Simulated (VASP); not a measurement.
Set up this calculation in VASP 6.6.1, as the native input.

```
Task                   : single point
Functional             : r2SCAN
Potentials or basis    : VASP PAW PBE potentials, release 64 (Cu, O)
Cutoff                 : 520 eV
k mesh                 : 14 × 14 × 14
Occupations            : fermi-dirac, width 0.1 eV
Spin                   : no spin polarisation
Dipole correction      : no
Further INCAR settings : ALGO = Normal; EDIFF = 1e-07; NBANDS = 16
```

CuO (rock salt type):

```xyz
2
Lattice="0.0000 2.1498 2.1498 2.1498 0.0000 2.1498 2.1498 2.1498 0.0000" Properties=species:S:1:pos:R:3 pbc="T T T"
Cu    0.0000    0.0000    0.0000
O     2.1498    2.1498    2.1498
```

The input as run:

POSCAR

```
CuO
1.0
    0.0000000000      2.1497630175      2.1497630175
    2.1497630175      0.0000000000      2.1497630175
    2.1497630175      2.1497630175      0.0000000000
Cu O
1 1
Direct
    0.0000000000      0.0000000000      0.0000000000
    0.5000000000      0.5000000000      0.5000000000
```

INCAR.step1

```
SYSTEM = CuO
PREC = Accurate
ENCUT = 520
ISMEAR = -1
SIGMA = 0.1
LREAL = .FALSE.
LASPH = .TRUE.
NELM = 100
NBANDS = 16
GGA = PE
ALGO = Normal
EDIFF = 1E-4
LWAVE = .TRUE.
LCHARG = .FALSE.
```

INCAR.step2

```
SYSTEM = CuO
PREC = Accurate
ENCUT = 520
EDIFF = 1E-7
ISMEAR = -1
SIGMA = 0.1
LREAL = .FALSE.
LASPH = .TRUE.
NELM = 100
ALGO = Normal
ISIF = 2
LWAVE = .FALSE.
LCHARG = .FALSE.
METAGGA = R2SCAN
LMIXTAU = .TRUE.
NBANDS = 16
ISTART = 1
```

KPOINTS

```
Automatic mesh
0
G
  14 14 14
  0 0 0
```

Potentials or basis: VASP PAW PBE potentials, release 64 (Cu, O).

Launch:

```bash
$ cat potpaw_PBE.64/Cu/POTCAR potpaw_PBE.64/O/POTCAR > POTCAR
$ cp INCAR.step1 INCAR
$ mpirun -np 1 vasp_std > vasp.out
$ cp INCAR.step2 INCAR
$ mpirun -np 1 vasp_std > vasp.out
```

Results of the run:

```json
{
  "Pressure": "-12.9 GPa"
}
```

Caveat: the PAW data sets were made with another functional, which shifts forces and pressure a little; an odd number of electrons without spin polarisation forces a metal; a magnetic or distorted state may lie lower.

Wall time 120 s on 1 thread of AMD EPYC 9R45 96-Core Processor (Zen 5), with other jobs on the host, peak memory 0.13 GiB.
